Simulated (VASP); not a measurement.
# Al3Rh2 (P6/mmm) in VASP: notebook

Runs on Al3Rh2. Level: PBE. Tasks: single point, relaxation of cell and atoms.

Program: VASP 6.6.1. These are calculated values, not measurements. Logs are shortened: lines on timing, memory, paths and dates and some standing lists are left out, and cuts for length are marked.

## 1. The cell of the first run

It takes space group P6/mmm (No. 191, hexagonal). Conventional cell: a = 3.876 Å, b = 3.876 Å, c = 5.744 Å, α = 90.00°, β = 90.00°, γ = 120.00°. Within 2.4 Å of Al (site symmetry 6mm) lie 2 Al at 1.84 to 2.07 Å. Within 2.4 Å of Al (site symmetry 6/mmm) lie 2 Al at 1.84 Å. Within 3.0 Å of Rh (site symmetry -6m2) lie 3 Rh at 2.24 Å and 6 Al at 2.46 Å.

## 2. Single point, PBE

The input, INCAR:

```
PREC = Accurate
ENCUT = 520
EDIFF = 1E-6
ISMEAR = 0
SIGMA = 0.1
LREAL = False
LASPH = True
NELM = 100
ALGO = Normal
ISIF = 2
LWAVE = False
LCHARG = False
GGA = PE
NBANDS = 28
```

The input, KPOINTS:

```
Automatic mesh
0
Gamma
  6 6 4
```

The input, POSCAR:

```
Al3Rh2
1.0
    3.8755240900      0.0000000000      0.0000000000
   -1.9377620500      3.3563023200      0.0000000000
    0.0000000000      0.0000000000      5.7438721800
Al Rh
3 2
Direct
    0.0000000000      0.0000000000      0.1800392500
    0.0000000000      0.0000000000      0.8199607500
    0.0000000000      0.0000000000      0.5000000000
    0.3333333300      0.6666666700      0.0000000000
    0.6666666700      0.3333333300      0.0000000000
```

Potentials or basis: VASP PAW PBE potentials, release 64 (Al, Rh_pv).

On the command line:

```sh
$ cat potpaw_PBE.64/Al/POTCAR potpaw_PBE.64/Rh_pv/POTCAR > POTCAR
$ mpirun -np 1 vasp_std > vasp.out
```

OUTCAR:

```text
PREC = Accurate
   ENCUT = 520
   EDIFF = 1E-6
   ISMEAR = 0
   LREAL = False
   LASPH = True
   NELM = 100
   ISIF = 2
   GGA = PE

 ion  position               nearest neighbor table
   1  0.000  0.000  0.180-   3 1.84   2 2.07   4 2.46   5 2.46   5 2.46   4 2.46   5 2.46   4 2.46

   2  0.000  0.000  0.820-   3 1.84   1 2.07   4 2.46   5 2.46   5 2.46   4 2.46   5 2.46   4 2.46

   3  0.000  0.000  0.500-   1 1.84   2 1.84
   4  0.333  0.667  0.000-   5 2.24   5 2.24   5 2.24   1 2.46   2 2.46   2 2.46   1 2.46   2 2.46
                             1 2.46
   5  0.667  0.333  0.000-   4 2.24   4 2.24   4 2.24   1 2.46   2 2.46   1 2.46   2 2.46   1 2.46
                             2 2.46

  LATTYP: Found a hexagonal cell.
 ALAT       =     3.8755240900
 C/A-ratio  =     1.4820891437

  Lattice vectors:

 A1 = (   3.8755240900,   0.0000000000,   0.0000000000)
 A2 = (  -1.9377620500,   3.3563023200,   0.0000000000)
 A3 = (   0.0000000000,   0.0000000000,   5.7438721800)

Analysis of symmetry for initial positions (statically):
=====================================================================
 Subroutine PRICEL returns:
 Original cell was already a primitive cell.

 Routine SETGRP: Setting up the symmetry group for a
 hexagonal supercell.

 Subroutine GETGRP returns: Found 24 space group operations
 (whereof 24 operations were pure point group operations)
 out of a pool of 24 trial point group operations.

The static configuration has the point symmetry D_6h.

Analysis of symmetry for dynamics (positions and initial velocities):
=====================================================================
 Subroutine PRICEL returns:
 Original cell was already a primitive cell.

 Routine SETGRP: Setting up the symmetry group for a
 hexagonal supercell.

 Subroutine GETGRP returns: Found 24 space group operations
 (whereof 24 operations were pure point group operations)
 out of a pool of 24 trial point group operations.

The dynamic configuration has the point symmetry D_6h.

 Subroutine INISYM returns: Found 24 space group operations
 (whereof 24 operations are pure point group operations),
 and found     1 'primitive' translations

----------------------------------------------------------------------------------------

                                     Primitive cell

  volume of cell :      74.7130

  direct lattice vectors                    reciprocal lattice vectors
     3.875524090  0.000000000  0.000000000     0.258029618  0.148973469  0.000000000
    -1.937762050  3.356302320  0.000000000     0.000000000  0.297946938  0.000000000
     0.000000000  0.000000000  5.743872180     0.000000000  0.000000000  0.174098582

  length of vectors
     3.875524090  3.875524097  5.743872180     0.297946939  0.297946938  0.174098582

  position of ions in fractional coordinates (direct lattice)
     0.000000000  0.000000000  0.180039250
     0.000000000  0.000000000  0.819960750
     0.000000000  0.000000000  0.500000000
     0.333333330  0.666666670  0.000000000
     0.666666670  0.333333330  0.000000000

  ion indices of the primitive-cell ions
   primitive index   ion index
                 1           1
                 2           2
                 3           3
                 4           4
                 5           5

----------------------------------------------------------------------------------------

 KPOINTS: Automatic mesh

Automatic generation of k-mesh.
 Grid dimensions read from file:
 generate k-points for:    6    6    4

 Generating k-lattice:

  Cartesian coordinates                     Fractional coordinates (reciprocal lattice)
     0.043004936  0.024828912  0.000000000     0.166666667  0.000000000  0.000000000
     0.000000000  0.049657823  0.000000000     0.000000000  0.166666667  0.000000000
     0.000000000  0.000000000  0.043524645     0.000000000  0.000000000  0.250000000

  Length of vectors
     0.049657823  0.049657823  0.043524645

  Shift w.r.t. Gamma in fractional coordinates (k-lattice)
     0.000000000  0.000000000  0.000000000

 Subroutine IBZKPT returns following result:
 ===========================================

 Found     21 irreducible k-points:

 Following reciprocal coordinates:
            Coordinates               Weight
  0.000000  0.000000  0.000000      1.000000
  0.166667 -0.000000  0.000000      6.000000
  0.333333  0.000000  0.000000      6.000000
  0.500000 -0.000000  0.000000      3.000000
  0.166667  0.166667  0.000000      6.000000
  0.333333  0.166667  0.000000     12.000000
[... 13 lines left out ...]
  0.333333  0.166667  0.500000     12.000000
  0.333333  0.333333  0.500000      2.000000
   k-points           NKPTS =     21   k-points in BZ     NKDIM =     21   number of bands    NBANDS=     28
   number of dos      NEDOS =    301   number of ions     NIONS =      5
   total plane-waves  NPLWV =  43200
   dimension x,y,z NGX =    30 NGY =   30 NGZ =   48
   dimension x,y,z NGXF=    60 NGYF=   60 NGZF=   96
   ions per type =               3   2
   NGX,Y,Z   is equivalent  to a cutoff of  12.87, 12.87, 13.89 a.u.
   NGXF,Y,Z  is equivalent  to a cutoff of  25.74, 25.74, 27.79 a.u.
 SYSTEM =  unknown system
   PREC   = accura    normal or accurate (medium, high low for compatibility)
   ISTART =      0    job   : 0-new  1-cont  2-samecut
   ICHARG =      2    charge: 1-file 2-atom 10-const
   ISPIN  =      1    spin polarized calculation?
   LNONCOLLINEAR =      F non collinear calculations
   LSORBIT =      F    spin-orbit coupling
   LASPH  =      T    aspherical Exc in radial PAW
   ENCUT  =  520.0 eV  38.22 Ry    6.18 a.u.   7.21  7.21 10.68*2*pi/ulx,y,z
   NELM   =    100;   NELMIN=  2; NELMDL= -5     # of ELM steps
   EDIFF  = 0.1E-05   stopping-criterion for ELM
   LREAL  =      F    real-space projection
   EDIFFG = 0.1E-04   stopping-criterion for IOM
   NSW    =      0    number of steps for IOM
   IBRION =     -1    ionic relax: 0-MD 1-quasi-New 2-CG
   NFREE  =      0    steps in history (QN), initial steepest desc. (CG)
   ISIF   =      2    stress and relaxation
   ISYM   =      2    0-nonsym 1-usesym 2-fastsym
   POTIM  = 0.5000    time-step for ionic-motion
   TEBEG  =    0.0;   TEEND  =   0.0 temperature during run
   PSTRESS=    0.0 pullay stress
   NELECT =      39.0000    total number of electrons
   NUPDOWN=      -1.0000    fix difference up-down
   EMIN   =  10.00;   EMAX   =-10.00  energy-range for DOS
   EFERMI =   0.00;   METHOD = LEGACY
   ISMEAR =     0;   SIGMA  =   0.10  broadening in eV -4-tet -1-fermi 0-gaus
   EFERMI_NEDOS =   21; number of points for ismear=-14 and -15
   IALGO  =     38    algorithm
   IMIX   =      4    mixing-type and parameters
     AMIX     =   0.40;   BMIX     =  1.00
     AMIX_MAG =   1.60;   BMIX_MAG =  1.00
  volume/ion in A,a.u.               =      14.94       100.84
  Fermi-wavevector in a.u.,A,eV,Ry     =   1.318148  2.490939 23.640326  1.737515
  Thomas-Fermi vector in A             =   2.448139
   LORBIT       =      0    0 simple, 1 ext, 2 COOP (PROOUT), +10 PAW based schemes
   GGA     = PE    functional components
   LHFCALC =     F    Hartree Fock is set to
   AEXX    =    0.0000 exact exchange contribution
   IVDW    =     0    specifies the selected vdW correction
   LEPSILON=     F    determine dielectric tensor
   LRPA    =     F    only Hartree local field effects (RPA)
 non-spin polarized calculation
 Gauss-broadening in eV      SIGMA  =   0.10
  energy-cutoff  :      520.00
  volume of cell :       74.71
 maximum number of plane-waves:      2043
 NGX is ok and might be reduce to    30
   NGX = 15   NGY = 15   NGZ = 21

 number of electron      38.9999995 magnetization

 Free energy of the ion-electron system (eV)
  ---------------------------------------------------
  ext. energy  EPLUGINS =         0.00000000
  ---------------------------------------------------
  free energy    TOTEN  =       -13.28689494 eV

  energy without entropy =      -13.27827795  energy(sigma->0) =      -13.28258645

 E-fermi :   9.2369     XC(G=0): -11.2282

 val. band max:        9.1031318113   @ k =   0.3333   0.3333   0.5000
 cond. band min:       9.2466421217   @ k =   0.3333   0.0000   0.5000
 fundamental gap:      0.1435103104
 Fermi energy:         9.2369144001

 k-point     1 :       0.0000    0.0000    0.0000
  band No.  band energies     occupation
      1     -38.6306      2.00000
      2     -38.6306      2.00000
      3     -37.2659      2.00000
      4     -37.2367      2.00000
      5     -37.2367      2.00000
      6     -36.8651      2.00000
[... 20 lines left out ...]
     27      15.2017      0.00000
     28      15.2017      0.00000

 k-point     2 :       0.1667   -0.0000    0.0000
  band No.  band energies     occupation
      1     -38.6649      2.00000
      2     -38.5663      2.00000
      3     -37.3046      2.00000
      4     -37.2424      2.00000
      5     -37.1973      2.00000
      6     -36.8891      2.00000
[... 20 lines left out ...]
     27      16.2538      0.00000
     28      16.3536      0.00000

 k-point     3 :       0.3333    0.0000    0.0000
  band No.  band energies     occupation
      1     -38.7286      2.00000
      2     -38.4121      2.00000
      3     -37.4657      2.00000
      4     -37.1817      2.00000
      5     -37.1235      2.00000
      6     -36.9508      2.00000
[... 20 lines left out ...]
     27      16.2580      0.00000
     28      16.6404      0.00000

 k-point     4 :       0.5000   -0.0000    0.0000
  band No.  band energies     occupation
      1     -38.7583      2.00000
      2     -38.3117      2.00000
      3     -37.5695      2.00000
      4     -37.1329      2.00000
      5     -37.0886      2.00000
      6     -37.0001      2.00000
[... 485 lines left out ...]
     27      16.3687      0.00000
     28      16.3857      0.00000

 k-point    20 :       0.3333    0.1667    0.5000
  band No.  band energies     occupation
      1     -38.7882      2.00000
      2     -38.2365      2.00000
      3     -37.6446      2.00000
      4     -37.1331      2.00000
      5     -37.0589      2.00000
      6     -36.9999      2.00000
[... 20 lines left out ...]
     27      16.0857      0.00000
     28      16.7657      0.00000

 k-point    21 :       0.3333    0.3333    0.5000
  band No.  band energies     occupation
      1     -38.8274      2.00000
      2     -37.9414      2.00000
      3     -37.9414      2.00000
      4     -37.0666      2.00000
      5     -37.0666      2.00000
      6     -37.0169      2.00000
[... 20 lines left out ...]
     27      16.4996      0.00000
     28      16.4996      0.00000

------------------------ aborting loop because EDIFF is reached ----------------------------------------

  FORCE on cell =-STRESS in cart. coord.  units (eV):
  Direction    XX          YY          ZZ          XY          YZ          ZX
  --------------------------------------------------------------------------------------
  -------------------------------------------------------------------------------------
  Total       29.3157212     29.3157213     70.6833664     -0.0000000     -0.0000000      0.0000000
  in kB      628.6586331    628.6586350   1515.7637866     -0.0000009     -0.0000000      0.0000000
  external PRESSURE =     924.3603516 kB  Pullay stress =       0.0000000 kB

 VOLUME and BASIS-vectors are now :
 -----------------------------------------------------------------------------
  energy-cutoff  :      520.00
  volume of cell :       74.71
      direct lattice vectors                 reciprocal lattice vectors
     3.875524090  0.000000000  0.000000000     0.258029618  0.148973469  0.000000000
    -1.937762050  3.356302320  0.000000000     0.000000000  0.297946938  0.000000000
     0.000000000  0.000000000  5.743872180     0.000000000  0.000000000  0.174098582

 POSITION                                       TOTAL-FORCE (eV/Angst)
 -----------------------------------------------------------------------------------
      0.00000      0.00000      1.03412         0.000000      0.000000     -5.562971
      0.00000      0.00000      4.70975         0.000000      0.000000      5.562971
      0.00000      0.00000      2.87194         0.000000      0.000000     -0.000000
     -0.00000      2.23753      0.00000         0.000000     -0.000000      0.000000
      1.93776      1.11877      0.00000        -0.000000      0.000000     -0.000000
 -----------------------------------------------------------------------------------
    total drift:                               -0.000000      0.000000     -0.000000

  FREE ENERGIE OF THE ION-ELECTRON SYSTEM (eV)
  ---------------------------------------------------
  free  energy   TOTEN  =       -13.2868949430 eV

  energy  without entropy=      -13.2782779478  energy(sigma->0) =      -13.28258645
```

It took 24 s on 1 thread of Intel Xeon 6975P-C (Granite Rapids), shared host; peak memory 0.2 GiB.

What came out:

```
Free energy   : -13.2869 eV
Pressure      : 92.4 GPa
Largest force : 5.563 eV/Å
```

Forces in eV/Å, atoms in the order of the input:
```
Al   0.000  0.000 -5.563
Al   0.000  0.000  5.563
Al   0.000  0.000  0.000
Rh   0.000  0.000  0.000
Rh   0.000  0.000  0.000
```

Stress tensor (GPa, compression positive):
```
 62.87   0.00   0.00
  0.00  62.87   0.00
  0.00   0.00 151.58
```

Caveat: forces of over 1 eV/Å act on the atoms, so gaps and moduli don't describe the material at rest.

## 3. Single point, PBE

This run uses another cell than the first one, of 23.60 Å³/atom, 1.579 times its volume.

The input, INCAR:

```
SYSTEM = Al3Rh2
  PREC = Accurate
  ENCUT = 520
  EDIFF = 1E-6
  ISMEAR = 0
  SIGMA = 0.1
  LREAL = .False.
  LASPH = .True.
  NELM = 60
  ALGO = Normal
  ISIF = 2
  LWAVE = .False.
  LCHARG = .False.
  GGA = PE
  NBANDS = 28
```

The input, KPOINTS:

```
Automatic mesh
0
Gamma
  6 6 4
  0 0 0
```

The input, POSCAR:

```
Al3Rh2
1.0
    4.1745829673      0.0000000031      0.0000000000
   -2.0872914863      3.6152948983      0.0000000000
    0.0000000000      0.0000000000      7.8176374779
Al Rh
3 2
Direct
    0.0000000000      0.0000000000      0.1705999306
    0.0000000000      0.0000000000      0.8294000694
    0.0000000000      0.0000000000      0.5000000000
    0.3333333333      0.6666666667      0.0000000000
    0.6666666667      0.3333333333      0.0000000000
```

Potentials or basis: VASP PAW PBE potentials, release 64 (Al, Rh_pv).

On the command line:

```sh
$ cat potpaw_PBE.64/Al/POTCAR potpaw_PBE.64/Rh_pv/POTCAR > POTCAR
$ mpirun -np 1 vasp_std > vasp.out
```

Run time: 29 s. Hardware: 1 thread of Intel Xeon 6975P-C (Granite Rapids), shared host; peak memory 0.25 GiB.

The run converged. Its results:

* Free energy: -24.5397 eV
* Pressure: 0.0 GPa
* Largest force: 0.023 eV/Å

Forces in eV/Å, atoms in the order of the input:
```
Al   0.000  0.000 -0.023
Al   0.000  0.000  0.023
Al   0.000  0.000  0.000
Rh   0.000  0.000  0.000
Rh   0.000  0.000  0.000
```

Stress tensor (GPa, compression positive):
```
-0.05  0.00  0.00
 0.00 -0.05  0.00
 0.00  0.00  0.19
```

Levels at points of the mesh, in eV from the Fermi level:
```
           k point  band 16  band 17  band 18  band 19  band 20  band 21  band 22  band 23
(0.00, 0.00, 0.00)    -2.72    -1.16    -1.16    -0.27     1.28     3.16     3.30     3.30
(0.50, 0.00, 0.00)    -1.42    -1.11    -0.30    -0.19    -0.12     0.49     0.82     1.06
(0.00, 0.00, 0.50)    -2.08    -1.16    -1.16    -0.75    -0.27     3.41     3.41     4.23
(0.50, 0.00, 0.50)    -1.82    -0.66    -0.43    -0.30    -0.19     0.65     0.75     2.03
```

## 4. Relaxation of cell and atoms, PBE

The input, INCAR:

```
PREC = Accurate ; ENCUT = 600
EDIFF = 1E-7 ; ISMEAR = 0
SIGMA = 0.1 ; LREAL = False
LASPH = True ; NELM = 80
ALGO = Fast ; ISIF = 3
LWAVE = False ; LCHARG = False
GGA = PE ; IBRION = 2
NSW = 90 ; EDIFFG = -0.04
```

The input, KPOINTS:

```
Automatic mesh
0
Gamma
  6 6 4
```

The input, POSCAR:

```
Al3Rh2
1.0
    3.8755240900      0.0000000000      0.0000000000
   -1.9377620500      3.3563023200      0.0000000000
    0.0000000000      0.0000000000      5.7438721800
Al Rh
3 2
Direct
    0.0000000000      0.0000000000      0.1800392500
    0.0000000000      0.0000000000      0.8199607500
    0.0000000000      0.0000000000      0.5000000000
    0.3333333300      0.6666666700      0.0000000000
    0.6666666700      0.3333333300      0.0000000000
```

On the command line:

```sh
$ cat potpaw_PBE.64/Al/POTCAR potpaw_PBE.64/Rh_pv/POTCAR > POTCAR
$ mpirun -np 1 vasp_std > vasp.out
```

Run time: 30 min. Hardware: 1 thread of Intel Xeon 6975P-C (Granite Rapids), shared host; peak memory 0.25 GiB.

Results (log left out):

```
Free energy                            : -24.5058 eV
Relaxed volume                         : 23.55 Å³/atom
Relaxed cell                           : a = 4.171 Å, b = 4.171 Å, c = 7.816 Å, α = 90.00°, β = 90.00°, γ = 120.00°
Space group after relaxing (to 0.05 Å) : P6/mmm (No. 191)
Energy gained by relaxing              : 2243.7 meV/atom
Ionic steps                            : 23
Pressure after relaxing                : 0.1 GPa
Largest force after relaxing           : 0.011 eV/Å
```

Forces in eV/Å, atoms in the order of the input:
```
Al   0.000  0.000  0.011
Al   0.000  0.000 -0.011
Al   0.000  0.000  0.000
Rh   0.000  0.000  0.000
Rh   0.000  0.000  0.000
```

Stress tensor (GPa, compression positive):
```
 0.14  0.00  0.00
 0.00  0.14  0.00
 0.00  0.00 -0.05
```

The path:
| step | energy change (eV) | largest force (eV/Å) | pressure (GPa) | volume (Å³) |
| --- | --- | --- | --- | --- |
| 1 | 0.0000 | 5.5628 | 92.33 | 74.71 |
| 2 | 11.5590 | 1.5457 | -9.01 | 206.61 |
| 3 | 82.4632 | 14.0110 | 21.19 | 180.17 |
| 4 | 12.3458 | 0.0822 | -23.76 | 197.62 |
| 5 | 35.0744 | 10.8042 | 10.46 | 186.66 |
| 6 | -3.7639 | 0.5469 | -12.94 | 192.09 |
| 7 | 70.7051 | 15.4123 | 70.94 | 119.08 |
| 8 | 21.8912 | 0.2183 | -15.35 | 172.48 |
| 9 | 77.7885 | 17.8404 | 28.97 | 157.62 |
| 10 | 12.3201 | 0.2699 | -11.77 | 166.62 |
| 11 | -5.4593 | 2.5643 | -0.67 | 162.08 |
| 12 | -9.9225 | 0.2619 | -7.57 | 147.20 |
| 13 | -10.1047 | 0.1597 | -7.76 | 146.80 |
| 14 | -9.9594 | 2.2235 | 3.99 | 122.18 |
| 15 | -10.6528 | 1.3769 | -0.65 | 128.14 |
| 16 | -10.6608 | 1.5182 | 0.32 | 126.46 |
| 17 | -10.9945 | 1.3332 | 0.54 | 121.24 |
| 18 | -11.1212 | 0.6291 | 2.42 | 115.07 |
| 19 | -11.1655 | 0.8665 | 1.68 | 116.50 |
| 20 | -11.1657 | 0.8108 | 1.80 | 116.14 |
| 21 | -11.2017 | 0.1320 | -1.63 | 119.96 |
| 22 | -11.2085 | 0.1142 | -0.71 | 118.84 |
| 23 | -11.2184 | 0.0110 | 0.08 | 117.77 |

Final structure:
```yaml
crystal:
  lattice:
    - [4.17137, 0.00000, 0.00000]
    - [-2.08568, 3.61251, 0.00000]
    - [0.00000, 0.00000, 7.81558]
  atoms:
    - { symbol: Al, position: [0.00000, 0.00000, 0.17039] }
    - { symbol: Al, position: [0.00000, 0.00000, 0.82961] }
    - { symbol: Al, position: [0.00000, 0.00000, 0.50000] }
    - { symbol: Rh, position: [0.33333, 0.66667, 0.00000] }
    - { symbol: Rh, position: [0.66667, 0.33333, 0.00000] }
```

Levels at points of the mesh, in eV from the Fermi level:
```tsv
k point	band 15	band 16	band 17	band 18	band 19	band 20	band 21	band 22	band 23
(0.00, 0.00, 0.00)	-2.72	-2.72	-1.16	-1.16	-0.28	1.28	3.16	3.31	3.31
(0.50, 0.00, 0.00)	-2.26	-1.42	-1.12	-0.30	-0.19	-0.12	0.49	0.82	1.06
(0.00, 0.00, 0.50)	-2.72	-2.08	-1.17	-1.17	-0.75	-0.28	3.42	3.42	4.23
(0.50, 0.00, 0.50)	-2.39	-1.82	-0.66	-0.43	-0.30	-0.19	0.65	0.76	2.04
```

Caveat: the volume moved by over 15 % at a fixed basis, so the end points are rough.

## 5. Overview

| task | cell | cutoff (eV) | gap on the mesh (eV) | pressure (GPa) | largest force (eV/Å) |
| --- | --- | --- | --- | --- | --- |
| single point | a = 3.876, b = 3.876, c = 5.744 Å, angles 90.0, 90.0, 120.0°, 5 atoms | 520 | none | 92.4 | 5.56 |
| single point | a = 4.175, b = 4.175, c = 7.818 Å, angles 90.0, 90.0, 120.0°, 5 atoms | 520 | none | 0.0 | 0.02 |
| relaxation of cell and atoms | relaxed from a = 3.876, b = 3.876, c = 5.744 Å, angles 90.0, 90.0, 120.0°, 5 atoms | 600 | none | 0.1 | 0.01 |

Alike in all rows: level PBE; potentials or basis VASP PAW PBE potentials, release 64 (Al, Rh_pv); no spin polarisation; k mesh 6 × 6 × 4; smearing gaussian 0.1 eV.

Caveats: forces of over 1 eV/Å act on the atoms, so gaps and moduli don't describe the material at rest (some runs); the volume moved by over 15 % at a fixed basis, so the end points are rough (some runs).

Absolute energies hang on the potentials; compare differences alone.
